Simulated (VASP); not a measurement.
# ZnSe (zincblende type) (F-43m) in VASP: notebook

ZnSe (zincblende type) is run at these levels: r2SCAN; tasks: single point, relaxation of cell and atoms.

All numbers are computed with VASP 6.6.1; they aren't measurements. Logs are shortened: lines on timing, memory, paths and dates and some standing lists are left out, and cuts for length are marked.

## 1. The cell of the first run

Symmetry: F-43m, No. 216, cubic system. The conventional cell has a = 5.664 Å, b = 5.664 Å, c = 5.664 Å, α = 90.00°, β = 90.00°, γ = 90.00°. Within 3.2 Å of Zn (site symmetry -43m) lie 4 Se at 2.45 Å. Within 3.2 Å of Se (site symmetry -43m) lie 4 Zn at 2.45 Å.

## 2. Single point, r2SCAN

The input, POSCAR:

```
ZnSe
1.0
   -2.8321194787      2.8321194787      0.0000000000
    0.0000000000      0.0000000000      5.6642389575
    2.8321194787      2.8321194787      0.0000000000
Zn Se
2 2
Direct
    0.0000000000      0.0000000000      0.0000000000
    0.5000000000      0.5000000000      0.5000000000
    0.0000000000      0.2500000000      0.5000000000
    0.5000000000      0.7500000000      0.0000000000
```

The input, INCAR.step1:

```
SYSTEM = ZnSe
ALGO = Normal
EDIFF = 1E-4
ENCUT = 520
GGA = PE
ISMEAR = -1
LASPH = .TRUE.
LCHARG = .FALSE.
LREAL = .FALSE.
LWAVE = .TRUE.
NBANDS = 26
NELM = 60
PREC = Accurate
SIGMA = 0.02
```

The input, INCAR.step2:

```
SYSTEM = ZnSe
ALGO = Normal
EDIFF = 1E-6
ENCUT = 520
ISIF = 2
ISMEAR = -1
ISTART = 1
LASPH = .TRUE.
LCHARG = .TRUE.
LELF = .TRUE.
LMIXTAU = .TRUE.
LREAL = .FALSE.
LVHAR = .TRUE.
LWAVE = .FALSE.
METAGGA = R2SCAN
NBANDS = 26
NELM = 60
PREC = Accurate
SIGMA = 0.02
```

The input, KPOINTS:

```
k-points
0
G
  8 6 8
  0 0 0
```

Potentials or basis: VASP PAW PBE potentials, release 64 (Zn, Se).

The run is started by

```sh
> cat potpaw_PBE.64/Zn/POTCAR potpaw_PBE.64/Se/POTCAR > POTCAR
> cp INCAR.step1 INCAR
> mpirun -np 1 vasp_std > vasp.out
> cp INCAR.step2 INCAR
> mpirun -np 1 vasp_std > vasp.out
```

OUTCAR:

```text
SYSTEM = ZnSe
   EDIFF = 1E-6
   ENCUT = 520
   ISIF = 2
   ISMEAR = -1
   ISTART = 1
   LASPH = .TRUE.
   LREAL = .FALSE.
   METAGGA = R2SCAN
   NELM = 60
   PREC = Accurate

 ion  position               nearest neighbor table
   1  0.000  0.000  0.000-   3 2.45   4 2.45   3 2.45   4 2.45
   2  0.500  0.500  0.500-   3 2.45   4 2.45   4 2.45   3 2.45
   3  0.000  0.250  0.500-   1 2.45   2 2.45   1 2.45   2 2.45
   4  0.500  0.750  0.000-   1 2.45   2 2.45   2 2.45   1 2.45

  LATTYP: Found a simple tetragonal cell.
 ALAT       =     4.0052217770
 C/A-ratio  =     1.4142135624

  Lattice vectors:

 A1 = (   2.8321194787,  -2.8321194787,   0.0000000000)
 A2 = (   2.8321194787,   2.8321194787,   0.0000000000)
 A3 = (   0.0000000000,   0.0000000000,   5.6642389575)

Analysis of symmetry for initial positions (statically):
=====================================================================
 Subroutine PRICEL returns following result:

  LATTYP: Found a face centered cubic cell.
 ALAT       =     5.6642389575

  Lattice vectors:

 A1 = (   2.8321194787,   0.0000000000,   2.8321194788)
 A2 = (   2.8321194787,   2.8321194787,   0.0000000000)
 A3 = (   0.0000000000,   2.8321194787,   2.8321194787)

   2 primitive cells build up your supercell.

 Routine SETGRP: Setting up the symmetry group for a
 simple tetragonal supercell.

 Subroutine GETGRP returns: Found  8 space group operations
 (whereof  8 operations were pure point group operations)
 out of a pool of 16 trial point group operations.

The static configuration has the point symmetry D_2d.

Analysis of symmetry for dynamics (positions and initial velocities):
=====================================================================
 Subroutine PRICEL returns following result:

  LATTYP: Found a face centered cubic cell.
 ALAT       =     5.6642389575

  Lattice vectors:

 A1 = (   2.8321194787,   0.0000000000,   2.8321194788)
 A2 = (   2.8321194787,   2.8321194787,   0.0000000000)
 A3 = (   0.0000000000,   2.8321194787,   2.8321194787)

   2 primitive cells build up your supercell.

 Routine SETGRP: Setting up the symmetry group for a
 simple tetragonal supercell.

 Subroutine GETGRP returns: Found  8 space group operations
 (whereof  8 operations were pure point group operations)
 out of a pool of 16 trial point group operations.

The dynamic configuration has the point symmetry D_2d.

 Subroutine INISYM returns: Found  8 space group operations
 (whereof  8 operations are pure point group operations),
 and found     2 'primitive' translations

----------------------------------------------------------------------------------------

                                     Primitive cell

  volume of cell :      45.4323

  direct lattice vectors                    reciprocal lattice vectors
     2.832119479  0.000000000  2.832119479     0.176546224 -0.176546224  0.176546224
     2.832119479  2.832119479  0.000000000     0.176546224  0.176546224 -0.176546224
     0.000000000  2.832119479  2.832119479    -0.176546224  0.176546224  0.176546224

  length of vectors
     4.005221777  4.005221777  4.005221777     0.305787030  0.305787030  0.305787030

  position of ions in fractional coordinates (direct lattice)
     0.000000000  0.000000000  0.000000000
     0.250000000  0.250000000  0.250000000

  ion indices of the primitive-cell ions
   primitive index   ion index
                 1           1
                 2           3

----------------------------------------------------------------------------------------

 KPOINTS: k-points

Automatic generation of k-mesh.
 Grid dimensions read from file:
 generate k-points for:    8    6    8

 Generating k-lattice:

  Cartesian coordinates                     Fractional coordinates (reciprocal lattice)
    -0.022068278  0.022068278  0.000000000     0.125000000  0.000000000  0.000000000
     0.000000000  0.000000000  0.029424371     0.000000000  0.166666667  0.000000000
     0.022068278  0.022068278  0.000000000     0.000000000  0.000000000  0.125000000

  Length of vectors
     0.031209258  0.029424371  0.031209258

  Shift w.r.t. Gamma in fractional coordinates (k-lattice)
     0.000000000  0.000000000  0.000000000

 Subroutine IBZKPT returns following result:
 ===========================================

 Found     60 irreducible k-points:

 Following reciprocal coordinates:
            Coordinates               Weight
  0.000000  0.000000  0.000000      1.000000
  0.125000  0.000000  0.000000      4.000000
  0.250000  0.000000  0.000000      4.000000
  0.375000  0.000000  0.000000      4.000000
  0.500000  0.000000  0.000000      2.000000
  0.000000  0.166667  0.000000      2.000000
[... 16 lines left out ...]
  0.375000  0.000000  0.125000      8.000000
  0.500000  0.000000  0.125000      4.000000
 [... further k-points ...]
   k-points           NKPTS =     60   k-points in BZ     NKDIM =     60   number of bands    NBANDS=     26
   number of dos      NEDOS =    301   number of ions     NIONS =      4
   total plane-waves  NPLWV =  37800
   dimension x,y,z NGX =    30 NGY =   42 NGZ =   30
   dimension x,y,z NGXF=    60 NGYF=   84 NGZF=   60
   ions per type =               2   2
   NGX,Y,Z   is equivalent  to a cutoff of  12.45, 12.33, 12.45 a.u.
   NGXF,Y,Z  is equivalent  to a cutoff of  24.90, 24.65, 24.90 a.u.
 SYSTEM =  ZnSe
   PREC   = accura    normal or accurate (medium, high low for compatibility)
   ISTART =      1    job   : 0-new  1-cont  2-samecut
   ICHARG =      0    charge: 1-file 2-atom 10-const
   ISPIN  =      1    spin polarized calculation?
   LNONCOLLINEAR =      F non collinear calculations
   LSORBIT =      F    spin-orbit coupling
   LASPH  =      T    aspherical Exc in radial PAW
   ENCUT  =  520.0 eV  38.22 Ry    6.18 a.u.   7.45 10.53  7.45*2*pi/ulx,y,z
   NELM   =     60;   NELMIN=  2; NELMDL=  0     # of ELM steps
   EDIFF  = 0.1E-05   stopping-criterion for ELM
   LREAL  =      F    real-space projection
[... 7 lines left out ...]
   TEBEG  =    0.0;   TEEND  =   0.0 temperature during run
   PSTRESS=    0.0 pullay stress
   NELECT =      36.0000    total number of electrons
   NUPDOWN=      -1.0000    fix difference up-down
   EMIN   =  10.00;   EMAX   =-10.00  energy-range for DOS
   EFERMI =   0.00;   METHOD = LEGACY
   ISMEAR =    -1;   SIGMA  =   0.02  broadening in eV -4-tet -1-fermi 0-gaus
   EFERMI_NEDOS =   21; number of points for ismear=-14 and -15
   IALGO  =     38    algorithm
   IMIX   =      4    mixing-type and parameters
     AMIX     =   0.40;   BMIX     =  1.00
     AMIX_MAG =   1.60;   BMIX_MAG =  1.00
  volume/ion in A,a.u.               =      22.72       153.30
  Fermi-wavevector in a.u.,A,eV,Ry     =   1.202387  2.272181 19.670396  1.445733
  Thomas-Fermi vector in A             =   2.338169
   LORBIT       =      0    0 simple, 1 ext, 2 COOP (PROOUT), +10 PAW based schemes
   METAGGA = R2SCAN    functional components
   LHFCALC =     F    Hartree Fock is set to
   AEXX    =    0.0000 exact exchange contribution
   IVDW    =     0    specifies the selected vdW correction
   LEPSILON=     F    determine dielectric tensor
   LRPA    =     F    only Hartree local field effects (RPA)
 non-spin polarized calculation
  energy-cutoff  :      520.00
  volume of cell :       90.86
 maximum number of plane-waves:      2486
 NGX is ok and might be reduce to    30

 number of electron      36.0000063 magnetization

 Free energy of the ion-electron system (eV)
  ---------------------------------------------------
  ext. energy  EPLUGINS =         0.00000000
  ---------------------------------------------------
  free energy    TOTEN  =       -49.81794315 eV

  energy without entropy =      -49.81794315  energy(sigma->0) =      -49.81794315

 E-fermi :   1.7220     XC(G=0):  -9.9289

 val. band max:        1.3131483360   @ k =   0.0000   0.0000   0.0000
 cond. band min:       3.1878353603   @ k =   0.0000   0.0000   0.0000
 fundamental gap:      1.8746870243
 Fermi energy:         1.7219599444

 k-point     1 :       0.0000    0.0000    0.0000
  band No.  band energies     occupation
      1     -12.4125      2.00000
      2     -11.3157      2.00000
      3      -5.3873      2.00000
      4      -5.3873      2.00000
      5      -5.3861      2.00000
      6      -5.3286      2.00000
[... 18 lines left out ...]
     25      11.9109      0.00000
     26      12.8347      0.00000

 k-point     2 :       0.1250    0.0000    0.0000
  band No.  band energies     occupation
      1     -12.3420      2.00000
      2     -11.3160      2.00000
      3      -5.3841      2.00000
      4      -5.3776      2.00000
      5      -5.3707      2.00000
      6      -5.3071      2.00000
[... 18 lines left out ...]
     25      11.9868      0.00000
     26      12.4346      0.00000

 k-point     3 :       0.2500    0.0000    0.0000
  band No.  band energies     occupation
      1     -12.1473      2.00000
      2     -11.3369      2.00000
      3      -5.3606      2.00000
      4      -5.3503      2.00000
      5      -5.3329      2.00000
      6      -5.2798      2.00000
[... 18 lines left out ...]
     25      10.9601      0.00000
     26      11.2239      0.00000

 k-point     4 :       0.3750    0.0000    0.0000
  band No.  band energies     occupation
      1     -11.8791      2.00000
      2     -11.4254      2.00000
      3      -5.3104      2.00000
      4      -5.3002      2.00000
      5      -5.2725      2.00000
      6      -5.2718      2.00000
[... 18 lines left out ...]
     25       9.8761      0.00000
     26      10.0637      0.00000
[... 496 lines left out ...]
      1     -12.0837      2.00000
      2     -11.3251      2.00000
      3      -5.3834      2.00000
      4      -5.3172      2.00000
      5      -5.3140      2.00000
      6      -5.2654      2.00000
[... 18 lines left out ...]
     25       9.7722      0.00000
     26      10.3133      0.00000

 k-point    23 :       0.3750    0.0000    0.1250
  band No.  band energies     occupation
      1     -11.8247      2.00000
      2     -11.3999      2.00000
      3      -5.3352      2.00000
      4      -5.2762      2.00000
      5      -5.2597      2.00000
      6      -5.2474      2.00000
[... 18 lines left out ...]
     25       9.6771      0.00000
     26      11.0485      0.00000

 k-point    24 :       0.5000    0.0000    0.1250
  band No.  band energies     occupation
      1     -11.5732      2.00000
      2     -11.5732      2.00000
      3      -5.2751      2.00000
      4      -5.2751      2.00000
      5      -5.2512      2.00000
      6      -5.2512      2.00000
[... 18 lines left out ...]
     25      10.5723      0.00000
     26      10.5723      0.00000

 [... further k-points ...]

------------------------ aborting loop because EDIFF is reached ----------------------------------------

  FORCE on cell =-STRESS in cart. coord.  units (eV):
  Direction    XX          YY          ZZ          XY          YZ          ZX
  --------------------------------------------------------------------------------------
  -------------------------------------------------------------------------------------
  Total        0.0867023      0.0867023      0.1039543      0.0000000      0.0000000     -0.0000000
  in kB        1.5287861      1.5287861      1.8329821      0.0000000      0.0000000     -0.0000000
  external PRESSURE =       1.6301848 kB  Pullay stress =       0.0000000 kB

 VOLUME and BASIS-vectors are now :
 -----------------------------------------------------------------------------
  energy-cutoff  :      520.00
  volume of cell :       90.86
      direct lattice vectors                 reciprocal lattice vectors
    -2.832119479  2.832119479  0.000000000    -0.176546224  0.176546224  0.000000000
     0.000000000  0.000000000  5.664238958     0.000000000  0.000000000  0.176546224
     2.832119479  2.832119479  0.000000000     0.176546224  0.176546224  0.000000000

 POSITION                                       TOTAL-FORCE (eV/Angst)
 -----------------------------------------------------------------------------------
      0.00000      0.00000      0.00000        -0.000000      0.000000     -0.000000
      0.00000      2.83212      2.83212         0.000000     -0.000000     -0.000000
      1.41606      1.41606      1.41606        -0.000000      0.000000      0.000000
     -1.41606      1.41606      4.24818         0.000000     -0.000000      0.000000
 -----------------------------------------------------------------------------------
    total drift:                                0.000000      0.000000      0.000002

  FREE ENERGIE OF THE ION-ELECTRON SYSTEM (eV)
  ---------------------------------------------------
  free  energy   TOTEN  =       -49.8179431476 eV

  energy  without entropy=      -49.8179431476  energy(sigma->0) =      -49.81794315
```

Run time: 3.6 min. Hardware: 1 thread of AMD EPYC 9R45 (Zen 5), shared host; peak memory 0.25 GiB.

What came out:

```yaml
Free_energy: -49.8179 eV
Pressure: 0.2 GPa
Band_gap_on_the_k_mesh: 1.87 eV
```

Caveat: the PAW data sets were made with another functional, which shifts forces and pressure a little.

## 3. Relaxation of cell and atoms, r2SCAN

This run uses another cell than the first one: it holds 2 atoms, not 4.

The input, POSCAR:

```
ZnSe
1.0
    0.0000000000      2.8798249876      2.8798249876
    2.8798249876      0.0000000000      2.8798249876
    2.8798249876      2.8798249876      0.0000000000
Zn Se
1 1
Direct
    0.0000000000      0.0000000000      0.0000000000
    0.2500000000      0.2500000000      0.2500000000
```

The input, INCAR.step1:

```
ALGO = Normal
EDIFF = 1E-4
ENCUT = 600
GGA = PE
ISMEAR = -1
LASPH = True
LCHARG = False
LREAL = False
LWAVE = True
NELM = 80
PREC = Accurate
SIGMA = 0.02
```

The input, INCAR.step2:

```
ALGO = Normal
EDIFF = 1E-7
EDIFFG = -0.005
ENCUT = 600
IBRION = 2
ISIF = 3
ISMEAR = -1
ISTART = 1
LASPH = True
LCHARG = False
LMIXTAU = True
LREAL = False
LWAVE = False
METAGGA = R2SCAN
NELM = 80
NSW = 60
PREC = Accurate
SIGMA = 0.02
```

The input, KPOINTS:

```
k-points
0
Gamma
  10 10 10
```

Potentials or basis: VASP PAW PBE potentials, release 64 (Zn, Se).

The run is started by

```sh
> cat potpaw_PBE.64/Zn/POTCAR potpaw_PBE.64/Se/POTCAR > POTCAR
> cp INCAR.step1 INCAR
> mpirun -np 1 vasp_std > vasp.out
> cp INCAR.step2 INCAR
> mpirun -np 1 vasp_std > vasp.out
```

It took 7.9 min on 1 thread of AMD EPYC 9R45 (Zen 5), shared host; peak memory 0.21 GiB.

Results (log left out):

| Item | Value |
| --- | --- |
| Free energy | -24.9123 eV |
| Relaxed volume | 22.75 Å³/atom |
| Relaxed cell | a = 4.007 Å, b = 4.007 Å, c = 4.007 Å, α = 60.00°, β = 60.00°, γ = 60.00° |
| Space group after relaxing (to 0.1 Å) | F-43m (No. 216) |
| Energy gained by relaxing | 11.1 meV/atom |
| Ionic steps | 4 |
| Pressure after relaxing | 0.0 GPa |
| Band gap on the k mesh | 1.87 eV |

Step by step:
| step | energy change (eV) | largest force (eV/Å) | pressure (GPa) | volume (Å³) |
| --- | --- | --- | --- | --- |
| 1 | 0.0000 | 0.0000 | -2.86 | 47.77 |
| 2 | -0.0208 | 0.0000 | 0.90 | 44.88 |
| 3 | -0.0222 | 0.0000 | 0.07 | 45.44 |
| 4 | -0.0222 | 0.0000 | -0.01 | 45.49 |

Final structure:
```cif
data_structure
_symmetry_space_group_name_H-M 'P 1'
_symmetry_Int_Tables_number 1
_cell_length_a 4.0069
_cell_length_b 4.0069
_cell_length_c 4.0069
_cell_angle_alpha 60.000
_cell_angle_beta 60.000
_cell_angle_gamma 60.000
_cell_volume 45.49
loop_
_atom_site_label
_atom_site_type_symbol
_atom_site_fract_x
_atom_site_fract_y
_atom_site_fract_z
_atom_site_occupancy
Zn1 Zn 0.00000 0.00000 0.00000 1
Se1 Se 0.25000 0.25000 0.25000 1
```

Levels at points of the mesh, in eV from the valence-band top:
```tsv
k point	band 5	band 6	band 7	band 8	band 9	band 10	band 11	band 12	band 13
(0.00, 0.00, 0.00)	-6.29	-6.29	0.00	0.00	0.00	1.87	6.32	6.32	6.32
(0.50, 0.00, 0.00)	-6.27	-6.13	-5.30	-0.88	-0.88	3.05	6.87	6.87	9.08
(0.50, 0.50, 0.00)	-6.24	-6.11	-4.79	-2.23	-2.23	3.34	3.87	11.51	12.07
```

Caveat: the PAW data sets were made with another functional, which shifts forces and pressure a little.
